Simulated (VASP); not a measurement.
# Sn2TeO (P6/mmm) in VASP: notebook, part 2 of 2

VASP 6.6.1. The steps go on from the part before.

## (3) Single point, PBE

This run uses another cell than the first one, of 25.68 Å³/atom.

Contents of INCAR:

```
  ALGO = Normal
  EDIFF = 1E-6
  ENCUT = 520
  GGA = PE
  ISIF = 2
  ISMEAR = 0
  LASPH = T
  LCHARG = F
  LREAL = F
  LWAVE = F
  NBANDS = 28
  NELM = 100
  PREC = Accurate
  SIGMA = 0.1
```

Contents of KPOINTS:

```
k-points
0
Gamma
  18 18 6
```

Contents of POSCAR:

```
Sn2TeO
1.0
    3.3160558201      0.0000000000      0.0000000000
   -1.6580279101      2.8717885806      0.0000000000
    0.0000000000      0.0000000000     10.7869497131
Sn Te O
2 1 1
Direct
    0.0000000000      0.0000000000      0.8161289395
    0.0000000000      0.0000000000      0.1838710605
    0.0000000000      0.0000000000      0.5000000000
    0.0000000000      0.0000000000      0.0000000000
```

Potentials or basis: VASP PAW PBE potentials, release 64 (Sn_d, Te, O).

Started as:

```sh
> cat potpaw_PBE.64/Sn_d/POTCAR potpaw_PBE.64/Te/POTCAR potpaw_PBE.64/O/POTCAR > POTCAR
> mpirun -np 1 vasp_std > vasp.out
```

OUTCAR:

```text
EDIFF = 1E-6
   ENCUT = 520
   GGA = PE
   ISIF = 2
   ISMEAR = 0
   LASPH = T
   LREAL = F
   NELM = 100
   PREC = Accurate

 ion  position               nearest neighbor table
   1  0.000  0.000  0.816-   4 1.98   3 3.41
   2  0.000  0.000  0.184-   4 1.98   3 3.41
   3  0.000  0.000  0.500-   1 3.41   2 3.41
   4  0.000  0.000  0.000-   1 1.98   2 1.98

  LATTYP: Found a hexagonal cell.
 ALAT       =     3.3160558201
 C/A-ratio  =     3.2529457579

  Lattice vectors:

 A1 = (   3.3160558201,   0.0000000000,   0.0000000000)
 A2 = (  -1.6580279101,   2.8717885806,   0.0000000000)
 A3 = (   0.0000000000,   0.0000000000,  10.7869497131)

Analysis of symmetry for initial positions (statically):
=====================================================================
 Subroutine PRICEL returns:
 Original cell was already a primitive cell.

 Routine SETGRP: Setting up the symmetry group for a
 hexagonal supercell.

 Subroutine GETGRP returns: Found 24 space group operations
 (whereof 24 operations were pure point group operations)
 out of a pool of 24 trial point group operations.

The static configuration has the point symmetry D_6h.

Analysis of symmetry for dynamics (positions and initial velocities):
=====================================================================
 Subroutine PRICEL returns:
 Original cell was already a primitive cell.

 Routine SETGRP: Setting up the symmetry group for a
 hexagonal supercell.

 Subroutine GETGRP returns: Found 24 space group operations
 (whereof 24 operations were pure point group operations)
 out of a pool of 24 trial point group operations.

The dynamic configuration has the point symmetry D_6h.

 Subroutine INISYM returns: Found 24 space group operations
 (whereof 24 operations are pure point group operations),
 and found     1 'primitive' translations

----------------------------------------------------------------------------------------

                                     Primitive cell

  volume of cell :     102.7242

  direct lattice vectors                    reciprocal lattice vectors
     3.316055820  0.000000000  0.000000000     0.301563078  0.174107524  0.000000000
    -1.658027910  2.871788581  0.000000000     0.000000000  0.348215049  0.000000000
     0.000000000  0.000000000 10.786949713     0.000000000  0.000000000  0.092704613

  length of vectors
     3.316055820  3.316055820 10.786949713     0.348215049  0.348215049  0.092704613

  position of ions in fractional coordinates (direct lattice)
     0.000000000  0.000000000  0.816128939
     0.000000000  0.000000000  0.183871061
     0.000000000  0.000000000  0.500000000
     0.000000000  0.000000000  0.000000000

  ion indices of the primitive-cell ions
   primitive index   ion index
                 1           1
                 2           2
                 3           3
                 4           4

----------------------------------------------------------------------------------------

 KPOINTS: k-points

Automatic generation of k-mesh.
 Grid dimensions read from file:
 generate k-points for:   18   18    6

 Generating k-lattice:

  Cartesian coordinates                     Fractional coordinates (reciprocal lattice)
     0.016753504  0.009672640  0.000000000     0.055555556  0.000000000  0.000000000
     0.000000000  0.019345280  0.000000000     0.000000000  0.055555556  0.000000000
     0.000000000  0.000000000  0.015450769     0.000000000  0.000000000  0.166666667

  Length of vectors
     0.019345280  0.019345280  0.015450769

  Shift w.r.t. Gamma in fractional coordinates (k-lattice)
     0.000000000  0.000000000  0.000000000

 Subroutine IBZKPT returns following result:
 ===========================================

 Found    148 irreducible k-points:

 Following reciprocal coordinates:
            Coordinates               Weight
  0.000000  0.000000  0.000000      1.000000
  0.055556  0.000000  0.000000      6.000000
  0.111111  0.000000  0.000000      6.000000
  0.166667  0.000000  0.000000      6.000000
  0.222222  0.000000  0.000000      6.000000
  0.277778  0.000000  0.000000      6.000000
[... 16 lines left out ...]
  0.333333  0.111111  0.000000     12.000000
  0.388889  0.111111  0.000000     12.000000
 [... further k-points ...]
   k-points           NKPTS =    148   k-points in BZ     NKDIM =    148   number of bands    NBANDS=     28
   number of dos      NEDOS =    301   number of ions     NIONS =      4
   total plane-waves  NPLWV =  62720
   dimension x,y,z NGX =    28 NGY =   28 NGZ =   80
   dimension x,y,z NGXF=    56 NGYF=   56 NGZF=  160
   ions per type =               2   1   1
   NGX,Y,Z   is equivalent  to a cutoff of  14.04, 14.04, 12.33 a.u.
   NGXF,Y,Z  is equivalent  to a cutoff of  28.07, 28.07, 24.66 a.u.
 SYSTEM =  unknown system
   PREC   = accura    normal or accurate (medium, high low for compatibility)
   ISTART =      0    job   : 0-new  1-cont  2-samecut
   ICHARG =      2    charge: 1-file 2-atom 10-const
   ISPIN  =      1    spin polarized calculation?
   LNONCOLLINEAR =      F non collinear calculations
   LSORBIT =      F    spin-orbit coupling
   LASPH  =      T    aspherical Exc in radial PAW
   ENCUT  =  520.0 eV  38.22 Ry    6.18 a.u.   6.17  6.17 20.06*2*pi/ulx,y,z
   NELM   =    100;   NELMIN=  2; NELMDL= -5     # of ELM steps
   EDIFF  = 0.1E-05   stopping-criterion for ELM
   LREAL  =      F    real-space projection
   EDIFFG = 0.1E-04   stopping-criterion for IOM
   NSW    =      0    number of steps for IOM
   IBRION =     -1    ionic relax: 0-MD 1-quasi-New 2-CG
   NFREE  =      0    steps in history (QN), initial steepest desc. (CG)
   ISIF   =      2    stress and relaxation
   ISYM   =      2    0-nonsym 1-usesym 2-fastsym
   POTIM  = 0.5000    time-step for ionic-motion
   TEBEG  =    0.0;   TEEND  =   0.0 temperature during run
   PSTRESS=    0.0 pullay stress
   NELECT =      40.0000    total number of electrons
   NUPDOWN=      -1.0000    fix difference up-down
   EMIN   =  10.00;   EMAX   =-10.00  energy-range for DOS
   EFERMI =   0.00;   METHOD = LEGACY
   ISMEAR =     0;   SIGMA  =   0.10  broadening in eV -4-tet -1-fermi 0-gaus
   EFERMI_NEDOS =   21; number of points for ismear=-14 and -15
   IALGO  =     38    algorithm
   IMIX   =      4    mixing-type and parameters
     AMIX     =   0.40;   BMIX     =  1.00
     AMIX_MAG =   1.60;   BMIX_MAG =  1.00
  volume/ion in A,a.u.               =      25.68       173.30
  Fermi-wavevector in a.u.,A,eV,Ry     =   1.195466  2.259103 19.444611  1.429139
  Thomas-Fermi vector in A             =   2.331431
   LORBIT       =      0    0 simple, 1 ext, 2 COOP (PROOUT), +10 PAW based schemes
   GGA     = PE    functional components
   LHFCALC =     F    Hartree Fock is set to
   AEXX    =    0.0000 exact exchange contribution
   IVDW    =     0    specifies the selected vdW correction
   LEPSILON=     F    determine dielectric tensor
   LRPA    =     F    only Hartree local field effects (RPA)
 non-spin polarized calculation
 Gauss-broadening in eV      SIGMA  =   0.10
  energy-cutoff  :      520.00
  volume of cell :      102.72
 maximum number of plane-waves:      2796
 NGX is ok and might be reduce to    28
   NGX = 13   NGY = 13   NGZ = 41

 number of electron      40.0000001 magnetization

 Free energy of the ion-electron system (eV)
  ---------------------------------------------------
  ext. energy  EPLUGINS =         0.00000000
  ---------------------------------------------------
  free energy    TOTEN  =       -17.04954809 eV

  energy without entropy =      -17.03901163  energy(sigma->0) =      -17.04427986

 E-fermi :   5.8695     XC(G=0):  -9.5754

 val. band max:        5.8529496856   @ k =   0.3889   0.1111   0.1667
 cond. band min:       5.8948660897   @ k =   0.3333   0.1111   0.0000
 fundamental gap:      0.0419164041
 Fermi energy:         5.8694598783

 k-point     1 :       0.0000    0.0000    0.0000
  band No.  band energies     occupation
      1     -15.9108      2.00000
      2     -15.5922      2.00000
      3     -15.5718      2.00000
      4     -15.5718      2.00000
      5     -15.5715      2.00000
      6     -15.5715      2.00000
[... 20 lines left out ...]
     27      14.3971      0.00000
[... 691 lines left out ...]
      6     -15.4422      2.00000
[... 20 lines left out ...]
     27      13.3262      0.00000
     28      13.3820      0.00000

 [... further k-points ...]

------------------------ aborting loop because EDIFF is reached ----------------------------------------

  FORCE on cell =-STRESS in cart. coord.  units (eV):
  Direction    XX          YY          ZZ          XY          YZ          ZX
  --------------------------------------------------------------------------------------
  -------------------------------------------------------------------------------------
  Total       -0.0243848     -0.0243848      0.2028700      0.0000000     -0.0000000      0.0000000
  in kB       -0.3803264     -0.3803264      3.1641383      0.0000000     -0.0000000      0.0000000
  external PRESSURE =       0.8011619 kB  Pullay stress =       0.0000000 kB

 VOLUME and BASIS-vectors are now :
 -----------------------------------------------------------------------------
  energy-cutoff  :      520.00
  volume of cell :      102.72
      direct lattice vectors                 reciprocal lattice vectors
     3.316055820  0.000000000  0.000000000     0.301563078  0.174107524  0.000000000
    -1.658027910  2.871788581  0.000000000     0.000000000  0.348215049  0.000000000
     0.000000000  0.000000000 10.786949713     0.000000000  0.000000000  0.092704613

 POSITION                                       TOTAL-FORCE (eV/Angst)
 -----------------------------------------------------------------------------------
      0.00000      0.00000      8.80354         0.000000     -0.000000     -0.051086
      0.00000      0.00000      1.98341         0.000000      0.000000      0.051086
      0.00000      0.00000      5.39347        -0.000000      0.000000      0.000000
      0.00000      0.00000      0.00000        -0.000000      0.000000      0.000000
 -----------------------------------------------------------------------------------
    total drift:                               -0.000000     -0.000000     -0.000000

  FREE ENERGIE OF THE ION-ELECTRON SYSTEM (eV)
  ---------------------------------------------------
  free  energy   TOTEN  =       -17.0495480872 eV

  energy  without entropy=      -17.0390116297  energy(sigma->0) =      -17.04427986
```

stdout:

```text
POSCAR found type information on POSCAR SnTeO
 POSCAR found :  3 types and       4 ions
 scaLAPACK will be used
 LDA part: xc-table for (Slater+PW92), standard interpolation
 POSCAR, INCAR and KPOINTS ok, starting setup
 FFT: planning ... GRIDC
 FFT: planning ... GRID_SOFT
 FFT: planning ... GRID
 WAVECAR not read
 entering main loop
```

Wall time 5.1 min (1 thread of Intel Xeon Platinum 8488C (Sapphire Rapids), shared host); peak memory 0.53 GiB.

Results:

```yaml
Free_energy: -17.0495 eV
Pressure: 0.1 GPa
Largest_force: 0.051 eV/Å
Band_gap_on_the_k_mesh: zero (bands 20 and 21 overlap by 4.44 eV)
```

Forces in eV/Å, atoms in the order of the input:
```
Sn   0.000  0.000 -0.051
Sn   0.000  0.000  0.051
Te   0.000  0.000  0.000
O    0.000  0.000  0.000
```

Stress tensor (GPa, compression positive):
```
-0.04  0.00  0.00
 0.00 -0.04  0.00
 0.00  0.00  0.32
```

Levels at points of the mesh, in eV from the Fermi level:
| k point | band 17 | band 18 | band 19 | band 20 | band 21 | band 22 | band 23 | band 24 |
| --- | --- | --- | --- | --- | --- | --- | --- | --- |
| (0.00, 0.00, 0.00) | -1.62 | -1.62 | 0.67 | 3.22 | 3.22 | 4.56 | 7.45 | 7.79 |
| (0.50, 0.00, 0.00) | -3.19 | -2.93 | -2.02 | -1.07 | 0.18 | 0.83 | 3.91 | 4.19 |
| (0.00, 0.00, 0.50) | -1.62 | -1.62 | 2.35 | 2.92 | 3.22 | 3.22 | 7.89 | 7.89 |
| (0.50, 0.00, 0.50) | -2.76 | -2.19 | -2.02 | -1.23 | -0.79 | 0.83 | 4.14 | 4.52 |

Caveat: spin-orbit coupling is left out, which moves the levels of the heavy elements.

The gap in the log of VASP goes by the Fermi energy; the results here count the filled bands.